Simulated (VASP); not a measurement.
# RbCl (Fm-3m) in VASP: electric field gradients with PBE

Aim: the electric field gradients of RbCl with PBE.

Program: VASP 6.6.1. These are calculated values, not measurements. Logs are shortened: lines on timing, memory, paths and dates and some standing lists are left out, and cuts for length are marked.

## Step 1: The cell of the first run

The structure is cubic, space group Fm-3m (No. 225). The conventional cell has a = 6.548 Å, b = 6.548 Å, c = 6.548 Å, α = 90.00°, β = 90.00°, γ = 90.00°. Rb (site symmetry m-3m) has 6 Cl at 3.27 Å within 4.3 Å. Within 4.3 Å of Cl (site symmetry m-3m) lie 6 Rb at 3.27 Å.

## Step 2: Electric field gradients, PBE

INCAR reads:

```
SYSTEM = RbCl
PREC = Accurate
ENCUT = 400
EDIFF = 1E-8
ISMEAR = -1
SIGMA = 0.03
LREAL = .False.
LASPH = .True.
NELM = 120
ALGO = Normal
ISIF = 2
LWAVE = .False.
LCHARG = .False.
GGA = PE
LEFG = .True.
NBANDS = 15
GGA_COMPAT = .False.
```

KPOINTS reads:

```
regular mesh
0
Gamma
  6 6 6
  0 0 0
```

POSCAR reads:

```
RbCl
1.0
    0.0000000000      3.2740000000      3.2740000000
    3.2740000000      0.0000000000      3.2740000000
    3.2740000000      3.2740000000      0.0000000000
Rb Cl
1 1
Direct
    0.0000000000      0.0000000000      0.0000000000
    0.5000000000      0.5000000000      0.5000000000
```

Potentials or basis: VASP PAW PBE potentials, release 64 (Rb_sv, Cl).

The run is started by

```bash
> cat potpaw_PBE.64/Rb_sv/POTCAR potpaw_PBE.64/Cl/POTCAR > POTCAR
> mpirun -np 1 vasp_std > vasp.out
```

OUTCAR:

```text
SYSTEM = RbCl
   PREC = Accurate
   ENCUT = 400
   EDIFF = 1E-8
   ISMEAR = -1
   LREAL = .False.
   LASPH = .True.
   NELM = 120
   ISIF = 2
   GGA = PE

 ion  position               nearest neighbor table
   1  0.000  0.000  0.000-   2 3.27   2 3.27   2 3.27   2 3.27   2 3.27   2 3.27
   2  0.500  0.500  0.500-   1 3.27   1 3.27   1 3.27   1 3.27   1 3.27   1 3.27

  LATTYP: Found a face centered cubic cell.
 ALAT       =     6.5480000000

  Lattice vectors:

 A1 = (   0.0000000000,   3.2740000000,   3.2740000000)
 A2 = (   3.2740000000,   0.0000000000,   3.2740000000)
 A3 = (   3.2740000000,   3.2740000000,   0.0000000000)

Analysis of symmetry for initial positions (statically):
=====================================================================
 Subroutine PRICEL returns:
 Original cell was already a primitive cell.

 Routine SETGRP: Setting up the symmetry group for a
 face centered cubic supercell.

 Subroutine GETGRP returns: Found 48 space group operations
 (whereof 48 operations were pure point group operations)
 out of a pool of 48 trial point group operations.

The static configuration has the point symmetry O_h .

Analysis of symmetry for dynamics (positions and initial velocities):
=====================================================================
 Subroutine PRICEL returns:
 Original cell was already a primitive cell.

 Routine SETGRP: Setting up the symmetry group for a
 face centered cubic supercell.

 Subroutine GETGRP returns: Found 48 space group operations
 (whereof 48 operations were pure point group operations)
 out of a pool of 48 trial point group operations.

The dynamic configuration has the point symmetry O_h .

 Subroutine INISYM returns: Found 48 space group operations
 (whereof 48 operations are pure point group operations),
 and found     1 'primitive' translations

----------------------------------------------------------------------------------------

                                     Primitive cell

  volume of cell :      70.1885

  direct lattice vectors                    reciprocal lattice vectors
     0.000000000  3.274000000  3.274000000    -0.152718387  0.152718387  0.152718387
     3.274000000  0.000000000  3.274000000     0.152718387 -0.152718387  0.152718387
     3.274000000  3.274000000  0.000000000     0.152718387  0.152718387 -0.152718387

  length of vectors
     4.630135203  4.630135203  4.630135203     0.264516006  0.264516006  0.264516006

  position of ions in fractional coordinates (direct lattice)
     0.000000000  0.000000000  0.000000000
     0.500000000  0.500000000  0.500000000

  ion indices of the primitive-cell ions
   primitive index   ion index
                 1           1
                 2           2

----------------------------------------------------------------------------------------

 KPOINTS: regular mesh

Automatic generation of k-mesh.
 Grid dimensions read from file:
 generate k-points for:    6    6    6

 Generating k-lattice:

  Cartesian coordinates                     Fractional coordinates (reciprocal lattice)
    -0.025453065  0.025453065  0.025453065     0.166666667  0.000000000  0.000000000
     0.025453065 -0.025453065  0.025453065     0.000000000  0.166666667  0.000000000
     0.025453065  0.025453065 -0.025453065     0.000000000  0.000000000  0.166666667

  Length of vectors
     0.044086001  0.044086001  0.044086001

  Shift w.r.t. Gamma in fractional coordinates (k-lattice)
     0.000000000  0.000000000  0.000000000

 Subroutine IBZKPT returns following result:
 ===========================================

 Found     16 irreducible k-points:

 Following reciprocal coordinates:
            Coordinates               Weight
  0.000000  0.000000  0.000000      1.000000
  0.166667  0.000000  0.000000      8.000000
  0.333333  0.000000  0.000000      8.000000
  0.500000  0.000000  0.000000      4.000000
  0.166667  0.166667  0.000000      6.000000
  0.333333  0.166667  0.000000     24.000000
[... 8 lines left out ...]
 -0.333333  0.333333  0.166667     24.000000
 -0.333333  0.500000  0.166667     12.000000
   k-points           NKPTS =     16   k-points in BZ     NKDIM =     16   number of bands    NBANDS=     15
   number of dos      NEDOS =    301   number of ions     NIONS =      2
   total plane-waves  NPLWV =  27000
   dimension x,y,z NGX =    30 NGY =   30 NGZ =   30
   dimension x,y,z NGXF=    60 NGYF=   60 NGZF=   60
   ions per type =               1   1
   NGX,Y,Z   is equivalent  to a cutoff of  10.77, 10.77, 10.77 a.u.
   NGXF,Y,Z  is equivalent  to a cutoff of  21.54, 21.54, 21.54 a.u.
 SYSTEM =  RbCl
   PREC   = accura    normal or accurate (medium, high low for compatibility)
   ISTART =      0    job   : 0-new  1-cont  2-samecut
   ICHARG =      2    charge: 1-file 2-atom 10-const
   ISPIN  =      1    spin polarized calculation?
   LNONCOLLINEAR =      F non collinear calculations
   LSORBIT =      F    spin-orbit coupling
   LASPH  =      T    aspherical Exc in radial PAW
   ENCUT  =  400.0 eV  29.40 Ry    5.42 a.u.   7.55  7.55  7.55*2*pi/ulx,y,z
   NELM   =    120;   NELMIN=  2; NELMDL= -5     # of ELM steps
   EDIFF  = 0.1E-07   stopping-criterion for ELM
   LREAL  =      F    real-space projection
   EDIFFG = 0.1E-06   stopping-criterion for IOM
   NSW    =      0    number of steps for IOM
   IBRION =     -1    ionic relax: 0-MD 1-quasi-New 2-CG
   NFREE  =      0    steps in history (QN), initial steepest desc. (CG)
   ISIF   =      2    stress and relaxation
   ISYM   =      2    0-nonsym 1-usesym 2-fastsym
   POTIM  = 0.5000    time-step for ionic-motion
   TEBEG  =    0.0;   TEEND  =   0.0 temperature during run
   PSTRESS=    0.0 pullay stress
   NELECT =      16.0000    total number of electrons
   NUPDOWN=      -1.0000    fix difference up-down
   EMIN   =  10.00;   EMAX   =-10.00  energy-range for DOS
   EFERMI =   0.00;   METHOD = LEGACY
   ISMEAR =    -1;   SIGMA  =   0.03  broadening in eV -4-tet -1-fermi 0-gaus
   EFERMI_NEDOS =   21; number of points for ismear=-14 and -15
   IALGO  =     38    algorithm
   IMIX   =      4    mixing-type and parameters
     AMIX     =   0.40;   BMIX     =  1.00
     AMIX_MAG =   1.60;   BMIX_MAG =  1.00
  volume/ion in A,a.u.               =      35.09       236.83
  Fermi-wavevector in a.u.,A,eV,Ry     =   1.000060  1.889840 13.607465  1.000120
  Thomas-Fermi vector in A             =   2.132392
   LORBIT       =      0    0 simple, 1 ext, 2 COOP (PROOUT), +10 PAW based schemes
   GGA     = PE    functional components
   LHFCALC =     F    Hartree Fock is set to
   AEXX    =    0.0000 exact exchange contribution
   IVDW    =     0    specifies the selected vdW correction
   LEPSILON=     F    determine dielectric tensor
   LRPA    =     F    only Hartree local field effects (RPA)
 non-spin polarized calculation
  energy-cutoff  :      400.00
  volume of cell :       70.19
 maximum number of plane-waves:      1303
   NGX = 15   NGY = 15   NGZ = 15

 number of electron      16.0000000 magnetization

 Free energy of the ion-electron system (eV)
  ---------------------------------------------------
  ext. energy  EPLUGINS =         0.00000000
  ---------------------------------------------------
  free energy    TOTEN  =        -6.65816177 eV

  energy without entropy =       -6.65816177  energy(sigma->0) =       -6.65816177

 E-fermi :  -1.1089     XC(G=0):  -7.4135

 val. band max:       -1.8195359290   @ k =   0.0000   0.0000   0.0000
 cond. band min:       3.2265932894   @ k =   0.0000   0.0000   0.0000
 fundamental gap:      5.0461292184
 Fermi energy:        -1.1088567286

 k-point     1 :       0.0000    0.0000    0.0000
  band No.  band energies     occupation
      1     -25.7066      2.00000
      2     -13.8336      2.00000
      3      -9.7555      2.00000
      4      -9.7555      2.00000
      5      -9.7555      2.00000
      6      -1.8195      2.00000
      7      -1.8195      2.00000
      8      -1.8195      2.00000
      9       3.2266      0.00000
     10       6.1837      0.00000
     11       6.1837      0.00000
     12       6.1837      0.00000
     13       7.1767      0.00000
     14       7.1767      0.00000
     15      10.3358      0.00000

 k-point     2 :       0.1667    0.0000    0.0000
  band No.  band energies     occupation
      1     -25.7023      2.00000
      2     -13.8507      2.00000
      3      -9.7587      2.00000
      4      -9.7587      2.00000
      5      -9.7477      2.00000
      6      -2.0826      2.00000
      7      -1.9128      2.00000
      8      -1.9128      2.00000
      9       3.8565      0.00000
     10       6.0152      0.00000
     11       6.5339      0.00000
     12       6.5339      0.00000
     13       7.5939      0.00000
     14       7.5939      0.00000
     15      11.4074      0.00000

 k-point     3 :       0.3333    0.0000    0.0000
  band No.  band energies     occupation
      1     -25.6937      2.00000
      2     -13.8844      2.00000
      3      -9.7649      2.00000
      4      -9.7649      2.00000
      5      -9.7327      2.00000
      6      -2.5170      2.00000
      7      -2.0885      2.00000
      8      -2.0885      2.00000
      9       5.2049      0.00000
     10       6.0230      0.00000
     11       7.5014      0.00000
     12       7.5014      0.00000
     13       8.6512      0.00000
     14       8.6512      0.00000
     15      11.1307      0.00000
[... 199 lines left out ...]
 k-point    15 :      -0.3333    0.3333    0.1667
  band No.  band energies     occupation
      1     -25.6856      2.00000
      2     -13.8402      2.00000
      3      -9.9024      2.00000
      4      -9.8946      2.00000
      5      -9.7441      2.00000
      6      -2.3754      2.00000
      7      -2.0949      2.00000
      8      -2.0859      2.00000
      9       5.9139      0.00000
     10       5.9798      0.00000
     11       7.7937      0.00000
     12       7.8825      0.00000
     13       9.2599      0.00000
     14       9.8753      0.00000
     15      10.2956      0.00000

 k-point    16 :      -0.3333    0.5000    0.1667
  band No.  band energies     occupation
      1     -25.6844      2.00000
      2     -13.8106      2.00000
      3      -9.9867      2.00000
      4      -9.9039      2.00000
      5      -9.7722      2.00000
      6      -2.1893      2.00000
      7      -2.1040      2.00000
      8      -1.9976      2.00000
      9       5.0903      0.00000
     10       6.7853      0.00000
     11       7.0656      0.00000
     12       8.0994      0.00000
     13       9.0916      0.00000
     14      10.0085      0.00000
     15      10.5469      0.00000

------------------------ aborting loop because EDIFF is reached ----------------------------------------

  FORCE on cell =-STRESS in cart. coord.  units (eV):
  Direction    XX          YY          ZZ          XY          YZ          ZX
  --------------------------------------------------------------------------------------
  -------------------------------------------------------------------------------------
  Total        0.5066073      0.5066073      0.5066073     -0.0000000     -0.0000000     -0.0000000
  in kB       11.5642118     11.5642118     11.5642118     -0.0000000     -0.0000000     -0.0000000
  external PRESSURE =      11.5642118 kB  Pullay stress =       0.0000000 kB

 VOLUME and BASIS-vectors are now :
 -----------------------------------------------------------------------------
  energy-cutoff  :      400.00
  volume of cell :       70.19
      direct lattice vectors                 reciprocal lattice vectors
     0.000000000  3.274000000  3.274000000    -0.152718387  0.152718387  0.152718387
     3.274000000  0.000000000  3.274000000     0.152718387 -0.152718387  0.152718387
     3.274000000  3.274000000  0.000000000     0.152718387  0.152718387 -0.152718387

 POSITION                                       TOTAL-FORCE (eV/Angst)
 -----------------------------------------------------------------------------------
      0.00000      0.00000      0.00000         0.000000     -0.000000      0.000000
      3.27400      3.27400      3.27400        -0.000000      0.000000     -0.000000
 -----------------------------------------------------------------------------------
    total drift:                                0.000000      0.000000      0.000000

  FREE ENERGIE OF THE ION-ELECTRON SYSTEM (eV)
  ---------------------------------------------------
  free  energy   TOTEN  =        -6.6581617733 eV

  energy  without entropy=       -6.6581617733  energy(sigma->0) =       -6.65816177

 Electric field gradients (V/A^2)
---------------------------------------------------------------------
 ion       V_xx      V_yy      V_zz      V_xy      V_xz      V_yz
---------------------------------------------------------------------
   1      -0.000    -0.000    -0.000    -0.000    -0.000    -0.000
   2       0.000     0.000     0.000    -0.000    -0.000    -0.000
---------------------------------------------------------------------

 Electric field gradients after diagonalization (V/A^2)
 (convention: |V_zz| > |V_xx| > |V_yy|)
----------------------------------------------------------------------
 ion       V_xx      V_yy      V_zz     asymmetry (V_yy - V_xx)/ V_zz
----------------------------------------------------------------------
   1       0.000     0.000    -0.000       0.000
   2       0.000     0.000    -0.001       0.000
----------------------------------------------------------------------

           NMR quadrupolar parameters

 Cq : quadrupolar parameter    Cq=e*Q*V_zz/h
 eta: asymmetry parameters     (V_yy - V_xx)/ V_zz
 Q  : nuclear electric quadrupole moment in mb (millibarn)
----------------------------------------------------------------------
 ion       Cq(MHz)       eta       Q (mb)
----------------------------------------------------------------------
   1      -0.000       0.000       1.000
   2      -0.000       0.000       1.000
----------------------------------------------------------------------
```

It took 24 s on 1 thread of AMD EPYC 7R13, shared host; peak memory 0.13 GiB.

What came out:

| Quantity | Value |
| --- | --- |
| Free energy | -6.6582 eV |
| Pressure | 1.2 GPa |
| Band gap on the k mesh | 5.05 eV, direct |

Levels at points of the mesh, in eV from the valence-band top:
```tsv
k point	band 4	band 5	band 6	band 7	band 8	band 9	band 10	band 11	band 12	band 13
(0.00, 0.00, 0.00)	-7.94	-7.94	0.00	0.00	0.00	5.05	8.00	8.00	8.00	9.00
(0.50, 0.00, 0.00)	-7.95	-7.91	-0.88	-0.35	-0.35	7.80	8.03	10.21	10.21	11.42
(0.50, 0.50, 0.00)	-8.04	-8.04	-0.32	-0.10	-0.10	6.20	8.14	9.80	10.11	10.46
```

Caveat: without QUAD_EFG the Cq values of the log hold for a quadrupole moment of 1 mb, not for the nuclei.
